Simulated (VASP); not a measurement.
Runs of VASP 6.6.1 on SiO2. The structure is that of space group I-42d (No. 122), or close to it. The cells are those of the table. 

```csv
task,cell,gap on the mesh (eV),pressure (GPa),largest force (eV/Å)
single point,"a = 4.946 Å, angles 122.6, 122.6, 85.5°, 6 atoms",6.21,7.3,0.40
single point,"a = 5.001 Å, angles 123.3, 123.3, 84.3°, 6 atoms",(a),3.5,0.15
single point,"a = 5.029 Å, angles 123.7, 123.7, 83.8°, 6 atoms",5.97,1.6,0.03
electric field gradients,"a = 5.029 Å, angles 123.7, 123.7, 83.8°, 6 atoms",5.97,1.6,0.03
```

Alike in all rows: level PBEsol; potentials or basis VASP PAW PBE potentials, release 64 (Si, O); no spin polarisation; k mesh 7 × 7 × 7; cutoff (eV) 520; smearing fermi-dirac 0.03 eV.

**Question.** Estimate the missing entries.

**Answer.** (a) 6.05.

Caveats: the PAW data sets were made with another functional, which shifts forces and pressure a little; an odd mesh through Γ misses points on the zone boundary, where band edges can lie; the cell stands under pressure (at least some runs).
